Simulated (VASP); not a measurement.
# AlAs in VASP: notebook

Runs on AlAs. Level: PBE+D3(BJ). Tasks: relaxation of the atoms, single point.

All numbers are computed with VASP 6.6.1; they aren't measurements. Logs are shortened: lines on timing, memory, paths and dates and some standing lists are left out, and cuts for length are marked.

## (1) The cell of the first run

The cell holds a slab with vacuum, 16 atoms: a = 8.010 Å, b = 8.010 Å, c = 20.088 Å, α = 90.00°, β = 90.00°, γ = 120.00°.

## (2) Relaxation of the atoms, PBE+D3(BJ)

The input, INCAR:

```
SYSTEM = AlAs
PREC     = Accurate       ! precision mode
ENCUT    = 520            ! plane-wave cutoff, eV
EDIFF    = 1E-7           ! SCF threshold, eV
ISMEAR   = 0              ! smearing method
SIGMA    = 0.05           ! smearing width, eV
LREAL    = Auto         
LASPH    = .TRUE.         ! aspherical terms in the spheres
NELM     = 60             ! most SCF steps
ALGO     = Normal         ! electronic algorithm
ISIF     = 2              ! what is computed and relaxed
LWAVE    = .FALSE.        ! write WAVECAR
LCHARG   = .FALSE.        ! write CHGCAR
LDIPOL   = .TRUE.       
IDIPOL   = 3            
DIPOL    = 0.5 0.5 0.500
GGA      = PE             ! functional
IVDW     = 12             ! dispersion correction
IBRION   = 2              ! ionic algorithm
NSW      = 90             ! ionic steps
EDIFFG   = -0.03          ! ionic threshold
```

The input, KPOINTS:

```
regular mesh
0
G
  2 2 1
  0 0 0
```

The input, POSCAR:

```
AlAs
1.0
    8.0103882432      0.0000000000      0.0000000000
   -4.0051941216      6.9371997128      0.0000000000
    0.0000000000      0.0000000000     20.0877841328
As Al
8 8
Selective dynamics
Direct
    0.5000000000      0.0000000000      0.3982519897  F F F
    0.5000000000      0.5000000000      0.3982519897  F F F
    0.0000000000      0.0000000000      0.3982519897  F F F
    0.0000000000      0.5000000000      0.3982519897  F F F
    0.6666666667      0.8333333333      0.5610488062  T T T
    0.6666666667      0.3333333333      0.5610488062  T T T
    0.1666666667      0.8333333333      0.5610488062  T T T
    0.1666666667      0.3333333333      0.5610488062  T T T
    0.1666666667      0.8333333333      0.4389511938  F F F
    0.1666666667      0.3333333333      0.4389511938  F F F
    0.6666666667      0.8333333333      0.4389511938  F F F
    0.6666666667      0.3333333333      0.4389511938  F F F
    0.3333333333      0.6666666667      0.6017480103  T T T
    0.3333333333      0.1666666667      0.6017480103  T T T
    0.8333333333      0.6666666667      0.6017480103  T T T
    0.8333333333      0.1666666667      0.6017480103  T T T
```

Potentials or basis: VASP PAW PBE potentials, release 64 (As, Al).

On the command line:

```sh
$ cat potpaw_PBE.64/As/POTCAR potpaw_PBE.64/Al/POTCAR > POTCAR
$ mpirun -np 1 vasp_std > vasp.out
```

OUTCAR:

```text
SYSTEM = AlAs
   PREC = Accurate
   ENCUT = 520
   EDIFF = 1E-7
   ISMEAR = 0
   LREAL = Auto
   LASPH = .TRUE.
   NELM = 60
   ISIF = 2
   GGA = PE
   IVDW = 12
   IBRION = 2
   NSW = 90
   EDIFFG = -0.03
 IVDW          = 12

 ion  position               nearest neighbor table
   1  0.500  0.000  0.398-   9 2.45  12 2.45  11 2.45
   2  0.500  0.500  0.398-  10 2.45  11 2.45  12 2.45
   3  0.000  0.000  0.398-  11 2.45  10 2.45   9 2.45
   4  0.000  0.500  0.398-  12 2.45   9 2.45  10 2.45
   5  0.667  0.833  0.561-  15 2.45  13 2.45  16 2.45  11 2.45
   6  0.667  0.333  0.561-  16 2.45  14 2.45  15 2.45  12 2.45
   7  0.167  0.833  0.561-  13 2.45  15 2.45  14 2.45   9 2.45
   8  0.167  0.333  0.561-  14 2.45  16 2.45  13 2.45  10 2.45
   9  0.167  0.833  0.439-   1 2.45   4 2.45   3 2.45   7 2.45
  10  0.167  0.333  0.439-   2 2.45   3 2.45   4 2.45   8 2.45
  11  0.667  0.833  0.439-   3 2.45   2 2.45   1 2.45   5 2.45
  12  0.667  0.333  0.439-   4 2.45   1 2.45   2 2.45   6 2.45
  13  0.333  0.667  0.602-   7 2.45   5 2.45   8 2.45
  14  0.333  0.167  0.602-   8 2.45   6 2.45   7 2.45
  15  0.833  0.667  0.602-   5 2.45   7 2.45   6 2.45
  16  0.833  0.167  0.602-   6 2.45   8 2.45   5 2.45
[... 7 lines left out ...]
 A1 = (   8.0103882432,   0.0000000000,   0.0000000000)
 A2 = (  -4.0051941216,   6.9371997128,   0.0000000000)
 A3 = (   0.0000000000,   0.0000000000,  20.0877841328)

Analysis of symmetry for initial positions (statically):
=====================================================================
 Subroutine PRICEL returns following result:

  LATTYP: Found a hexagonal cell.
 ALAT       =     4.0051941216
 C/A-ratio  =     5.0154333405
[... 12 lines left out ...]
 Subroutine GETGRP returns: Found  6 space group operations
 (whereof  6 operations were pure point group operations)
 out of a pool of 24 trial point group operations.

The static configuration has the point symmetry C_3v.

Analysis of symmetry for dynamics (positions and initial velocities):
=====================================================================
 Subroutine PRICEL returns following result:

  LATTYP: Found a hexagonal cell.
 ALAT       =     4.0051941216
 C/A-ratio  =     5.0154333405
[... 12 lines left out ...]
 Subroutine GETGRP returns: Found  6 space group operations
 (whereof  6 operations were pure point group operations)
 out of a pool of 24 trial point group operations.

The dynamic configuration has the point symmetry C_3v.

Analysis of constrained symmetry for selective dynamics:
=====================================================================
 Subroutine PRICEL returns following result:

  LATTYP: Found a hexagonal cell.
[... 109 lines left out ...]
   PSTRESS=    0.0 pullay stress
   NELECT =      64.0000    total number of electrons
   NUPDOWN=      -1.0000    fix difference up-down
   EMIN   =  10.00;   EMAX   =-10.00  energy-range for DOS
   EFERMI =   0.00;   METHOD = LEGACY
   ISMEAR =     0;   SIGMA  =   0.05  broadening in eV -4-tet -1-fermi 0-gaus
   EFERMI_NEDOS =   21; number of points for ismear=-14 and -15
   IALGO  =     38    algorithm
   IMIX   =      4    mixing-type and parameters
     AMIX     =   0.40;   BMIX     =  1.00
     AMIX_MAG =   1.60;   BMIX_MAG =  1.00
  volume/ion in A,a.u.               =      69.77       470.81
  Fermi-wavevector in a.u.,A,eV,Ry     =   0.631265  1.192917  5.421857  0.398495
  Thomas-Fermi vector in A             =   1.694180
   LORBIT       =      0    0 simple, 1 ext, 2 COOP (PROOUT), +10 PAW based schemes
   GGA     = PE    functional components
   LHFCALC =     F    Hartree Fock is set to
   AEXX    =    0.0000 exact exchange contribution
   IVDW    =    12    specifies the selected vdW correction
   LEPSILON=     F    determine dielectric tensor
   LRPA    =     F    only Hartree local field effects (RPA)
 conjugate gradient relaxation of ions
 non-spin polarized calculation
 Gauss-broadening in eV      SIGMA  =   0.05
  energy-cutoff  :      520.00
  volume of cell :     1116.27
 maximum number of plane-waves:     30076
 NGX is ok and might be reduce to    60
   NGX = 29   NGY = 29   NGZ = 75

--------------------------------------- Ionic step        1  -------------------------------------------

 number of electron      63.9999995 magnetization

 Free energy of the ion-electron system (eV)
  ---------------------------------------------------
  ext. energy  EPLUGINS =         0.00000000
  ---------------------------------------------------
  free energy    TOTEN  =       -66.71916853 eV

  energy without entropy =      -66.71001845  energy(sigma->0) =      -66.71459349

------------------------ aborting loop because EDIFF is reached ----------------------------------------

 Edisp (eV)   -3.41212

 E8    (eV) :    -1.5632
[... 423 lines left out ...]
--------------------------------------- Ionic step        9  -------------------------------------------

 number of electron      63.9999995 magnetization

 dipolmoment           0.000000      0.000000     -0.794323 electrons x Angstroem

 Free energy of the ion-electron system (eV)
  ---------------------------------------------------
  ext. energy  EPLUGINS =         0.00000000
  ---------------------------------------------------
  free energy    TOTEN  =       -67.30884721 eV

  energy without entropy =      -67.30878008  energy(sigma->0) =      -67.30881365

 E-fermi :  -1.2259     XC(G=0):  -3.6683

 val. band max:       -1.3491390931   @ k =   0.0000   0.0000   0.0000
 cond. band min:      -1.0926129154   @ k =   0.5000   0.0000   0.0000
 fundamental gap:      0.2565261777
 Fermi energy:        -1.2258915074

 k-point     1 :       0.0000    0.0000    0.0000
  band No.  band energies     occupation
      1     -14.3157      2.00000
      2     -13.1882      2.00000
      3     -13.1882      2.00000
      4     -13.1882      2.00000
      5     -11.9998      2.00000
      6     -10.8898      2.00000
[... 33 lines left out ...]
     40      -0.1813      0.00000
     41       1.1339      0.00000

 k-point     2 :       0.5000    0.0000    0.0000
  band No.  band energies     occupation
      1     -13.8444      2.00000
      2     -13.8444      2.00000
      3     -13.2092      2.00000
      4     -13.2092      2.00000
      5     -11.5302      2.00000
      6     -11.5302      2.00000
[... 33 lines left out ...]
     40       1.3936      0.00000
     41       1.6746      0.00000

------------------------ aborting loop because EDIFF is reached ----------------------------------------

 vacuum level on the upper side and lower side of the slab       (xc-potential included)        -1.325         1.195

 Edisp (eV)   -3.36347

 E8    (eV) :    -1.5381

  FORCE on cell =-STRESS in cart. coord.  units (eV):
  Direction    XX          YY          ZZ          XY          YZ          ZX
  --------------------------------------------------------------------------------------
  -------------------------------------------------------------------------------------
  Total       2.89885     2.89885    -2.13636     0.00000    -0.00000     0.00000
  in kB       4.16070     4.16070    -3.06631     0.00000    -0.00000     0.00000
  external pressure =        1.75 kB  Pullay stress =        0.00 kB
[... 31 lines left out ...]
  FREE ENERGIE OF THE ION-ELECTRON SYSTEM (eV)
  ---------------------------------------------------
  free  energy   TOTEN  =       -70.6723131030 eV

  energy  without entropy=      -70.6722459693  energy(sigma->0) =      -70.67227954

 reached required accuracy - stopping structural energy minimisation

 vacuum level on the upper side and lower side of the slab         1.560         4.150
```

OSZICAR:

```text
N       E                     dE             d eps       ncg     rms          rms(c)
DAV:   1     0.379649395729E+03    0.37965E+03   -0.18872E+04   164   0.109E+03
DAV:   2    -0.150515112166E+02   -0.39470E+03   -0.38126E+03   248   0.184E+02
DAV:   3    -0.690401481134E+02   -0.53989E+02   -0.53405E+02   199   0.705E+01
[... 149 lines left out ...]
DAV:  13    -0.673088466253E+02   -0.74185E-06   -0.59954E-08   126   0.388E-04    0.787E-05
DAV:  14    -0.673088469323E+02   -0.30704E-06   -0.91928E-09   119   0.215E-04    0.977E-05
DAV:  15    -0.673088470773E+02   -0.14501E-06   -0.26883E-10   117   0.151E-04    0.276E-05
DAV:  16    -0.673088471835E+02   -0.10613E-06   -0.86938E-10   101   0.117E-04    0.167E-05
DAV:  17    -0.673088472132E+02   -0.29720E-07    0.39336E-09   101   0.723E-05
   9 F= -.70672313E+02 E0= -.70672280E+02  d E =-.337114E-02
```

It took 49 min on 1 thread of Intel Xeon 8259CL, shared host; peak memory 1.1 GiB.

What came out:

```yaml
Free_energy: -70.6723 eV
Energy_gained_by_relaxing: 33.8 meV/atom
Ionic_steps: 9
Band_gap_on_the_k_mesh: 0.26 eV
Dispersion_energy_per_atom: -0.210 eV
```

Step by step:
| step | energy change (eV) | largest force on free atoms (eV/Å) | pressure (GPa) |
| --- | --- | --- | --- |
| 1 | 0.0000 | 1.3953 | 0.09 |
| 2 | -0.3427 | 0.7623 | 0.13 |
| 3 | -0.5368 | 0.0495 | 0.22 |
| 4 | -0.5375 | 0.0367 | 0.23 |
| 5 | -0.5373 | 0.0562 | 0.24 |
| 6 | -0.5376 | 0.0407 | 0.24 |
| 7 | -0.5382 | 0.0384 | 0.23 |
| 8 | -0.5395 | 0.0325 | 0.21 |
| 9 | -0.5410 | 0.0166 | 0.18 |

Final structure:
```
As Al
1.0
     8.01039    0.00000    0.00000
    -4.00519    6.93720    0.00000
     0.00000    0.00000   20.08778
As Al
8 8
Direct
  0.50000 0.00000 0.39825
  0.50000 0.50000 0.39825
  0.00000 0.00000 0.39825
  0.00000 0.50000 0.39825
  0.66667 0.83333 0.57109
  0.66667 0.33333 0.57109
  0.16667 0.83333 0.57109
  0.16667 0.33333 0.57109
  0.16667 0.83333 0.43895
  0.16667 0.33333 0.43895
  0.66667 0.83333 0.43895
  0.66667 0.33333 0.43895
  0.33333 0.66667 0.59896
  0.33333 0.16667 0.59896
  0.83333 0.66667 0.59896
  0.83333 0.16667 0.59896
```

Levels at points of the mesh, in eV from the valence-band top:
```
           k point  band 29  band 30  band 31  band 32  band 33  band 34  band 35  band 36
(0.00, 0.00, 0.00)    -1.04    -1.04     0.00     0.00     0.46     0.49     0.49     0.49
(0.50, 0.00, 0.00)    -0.66    -0.66    -0.46    -0.46     0.26     0.26     0.67     0.67
```

Caveat: the k points lie up to 0.45 Å⁻¹ apart; semilocal functionals underestimate gaps, and a narrow one can read as zero.

## (3) Single point, PBE+D3(BJ)

This run uses another cell than the first one.

The input, INCAR:

```
  PREC = Accurate
  ENCUT = 520
  EDIFF = 1E-6
  ISMEAR = 0
  SIGMA = 0.05
  LREAL = Auto
  LASPH = True
  NELM = 100
  ALGO = Normal
  ISIF = 2
  LWAVE = False
  LCHARG = False
  LDIPOL = True
  IDIPOL = 3
  DIPOL = 0.5 0.5 0.399
  GGA = PE
  IVDW = 12
  NBANDS = 46
```

The input, KPOINTS:

```
regular mesh
0
Gamma
  2 2 1
```

The input, POSCAR:

```
AlAs
1.0
    8.0103882437      0.0000000000      0.0000000000
   -4.0051941218      6.9371997132      0.0000000000
    0.0000000000      0.0000000000     24.4891841330
As Al
8 8
Direct
    0.5000000000      0.0000000000      0.3266748274
    0.5000000000      0.5000000000      0.3266748274
    0.0000000000      0.0000000000      0.3266748274
    0.0000000000      0.5000000000      0.3266748274
    0.6694584724      0.8359081149      0.4720359249
    0.6686282871      0.3371586860      0.4718799022
    0.1667585940      0.8356923877      0.4720271274
    0.1684949420      0.3366840167      0.4702399467
    0.1666666667      0.8333333333      0.3600592318
    0.1666666667      0.3333333333      0.3600592318
    0.6666666667      0.8333333333      0.3600592318
    0.6666666667      0.3333333333      0.3600592318
    0.3361186300      0.6717340539      0.4393766761
    0.3357300707      0.1691239850      0.4389813130
    0.8345768432      0.6689796867      0.4373172943
    0.8336345037      0.1692592077      0.4390806766
```

Potentials or basis: VASP PAW PBE potentials, release 64 (As, Al).

On the command line:

```sh
$ cat potpaw_PBE.64/As/POTCAR potpaw_PBE.64/Al/POTCAR > POTCAR
$ mpirun -np 1 vasp_std > vasp.out
```

OUTCAR:

```text
PREC = Accurate
   ENCUT = 520
   EDIFF = 1E-6
   ISMEAR = 0
   LREAL = Auto
   LASPH = True
   NELM = 100
   ISIF = 2
   GGA = PE
   IVDW = 12
 IVDW          = 12

 ion  position               nearest neighbor table
   1  0.500  0.000  0.327-  12 2.45   9 2.45  11 2.45
   2  0.500  0.500  0.327-  11 2.45  10 2.45  12 2.45
   3  0.000  0.000  0.327-  10 2.45  11 2.45   9 2.45
   4  0.000  0.500  0.327-   9 2.45  12 2.45  10 2.45
   5  0.669  0.836  0.472-  13 2.45  16 2.45  15 2.46  11 2.74
   6  0.669  0.337  0.472-  16 2.45  14 2.45  15 2.45  12 2.74
   7  0.167  0.836  0.472-  13 2.45  14 2.45  15 2.46   9 2.74
[... 413 lines left out ...]
  in kB      -3.46164    -3.87177     0.91687     0.00077     0.01576    -0.01201
  external pressure =       -2.14 kB  Pullay stress =        0.00 kB

 VOLUME and BASIS-vectors are now :
 -----------------------------------------------------------------------------
  energy-cutoff  :      520.00
  volume of cell :     1360.86
      direct lattice vectors                 reciprocal lattice vectors
     8.010388244  0.000000000  0.000000000     0.124837894  0.072075192  0.000000000
    -4.005194122  6.937199713  0.000000000     0.000000000  0.144150384  0.000000000
     0.000000000  0.000000000 24.489184133     0.000000000  0.000000000  0.040834353

 POSITION                                       TOTAL-FORCE (eV/Angst)
 -----------------------------------------------------------------------------------
      4.00519      0.00000      8.00000        -0.000910     -0.013761     -0.089543
      2.00260      3.46860      8.00000         0.031693     -0.000770     -0.107920
      0.00000      0.00000      8.00000         0.000747     -0.044056     -0.106208
     -2.00260      3.46860      8.00000        -0.032831     -0.001116     -0.109772
      2.01465      5.79886     11.55977        -0.005428     -0.003867      0.021910
      4.00559      2.33894     11.55595        -0.004057     -0.011900      0.051017
[... 8 lines left out ...]
      4.00589      4.64085     10.70954         0.007387      0.032141     -0.010946
      5.99982      1.17418     10.75273         0.009489     -0.018373     -0.036014
 -----------------------------------------------------------------------------------
    total drift:                               -0.005588     -0.010341      0.027317

  FREE ENERGIE OF THE ION-ELECTRON SYSTEM (eV)
  ---------------------------------------------------
  free  energy   TOTEN  =       -72.4807493015 eV

  energy  without entropy=      -72.4807493015  energy(sigma->0) =      -72.48074930

 vacuum level on the upper side and lower side of the slab         2.094         2.683
```

OSZICAR:

```text
N       E                     dE             d eps       ncg     rms          rms(c)
DAV:   1     0.401790244000E+03    0.40179E+03   -0.17880E+04   368   0.940E+02
DAV:   2    -0.878700911380E+01   -0.41058E+03   -0.39393E+03   552   0.171E+02
DAV:   3    -0.674495938522E+02   -0.58663E+02   -0.57716E+02   410   0.654E+01
[... 16 lines left out ...]
DAV:  20    -0.688604674768E+02   -0.22591E-04   -0.89749E-07   314   0.188E-03    0.803E-04
DAV:  21    -0.688604729771E+02   -0.55003E-05   -0.12799E-07   320   0.909E-04    0.253E-04
DAV:  22    -0.688604763129E+02   -0.33358E-05   -0.93715E-08   282   0.615E-04    0.214E-04
DAV:  23    -0.688604774259E+02   -0.11130E-05   -0.31050E-08   298   0.420E-04    0.656E-05
DAV:  24    -0.688604778030E+02   -0.37711E-06    0.60111E-09   256   0.255E-04
   1 F= -.72480749E+02 E0= -.72480749E+02  d E =-.136960E-14
```

Run time: 8 min. Hardware: 1 thread of Intel Xeon Platinum 8375C at 2.90GHz (Ice Lake), shared host; peak memory 1.3 GiB.

What came out:

```
Free energy                : -72.4807 eV
Largest force              : 0.152 eV/Å
Band gap on the k mesh     : 0.57 eV
Dispersion energy per atom : -0.226 eV
```

Forces in eV/Å, atoms in the order of the input:
```
As  -0.001 -0.014 -0.090
As   0.032 -0.001 -0.108
As   0.001 -0.044 -0.106
As  -0.033 -0.001 -0.110
As  -0.005 -0.004  0.022
As  -0.004 -0.012  0.051
As  -0.005  0.006  0.019
As  -0.001 -0.015  0.151
Al   0.001  0.015  0.072
Al  -0.001  0.024  0.080
Al   0.002  0.019  0.072
Al   0.003  0.018  0.055
Al   0.000  0.020 -0.032
Al  -0.005 -0.025 -0.031
Al   0.007  0.032 -0.011
Al   0.009 -0.018 -0.036
```

Levels at points of the mesh, in eV from the valence-band top:
| k point | band 28 | band 29 | band 30 | band 31 | band 32 | band 33 | band 34 | band 35 | band 36 | band 37 |
| --- | --- | --- | --- | --- | --- | --- | --- | --- | --- | --- |
| (0.00, 0.00, 0.00) | -0.80 | -0.77 | -0.56 | -0.01 | 0.00 | 0.57 | 0.61 | 0.61 | 1.62 | 2.36 |
| (0.50, 0.00, 0.00) | -0.51 | -0.32 | -0.29 | -0.21 | -0.21 | 1.46 | 1.47 | 1.53 | 1.53 | 3.08 |
| (0.00, 0.50, 0.00) | -0.50 | -0.31 | -0.29 | -0.23 | -0.23 | 1.47 | 1.48 | 1.54 | 1.55 | 3.07 |
| (0.50, 0.50, 0.00) | -0.51 | -0.32 | -0.29 | -0.21 | -0.21 | 1.46 | 1.47 | 1.53 | 1.53 | 3.08 |

Caveat: the k points lie up to 0.45 Å⁻¹ apart; semilocal functionals underestimate gaps, and a narrow one can read as zero.
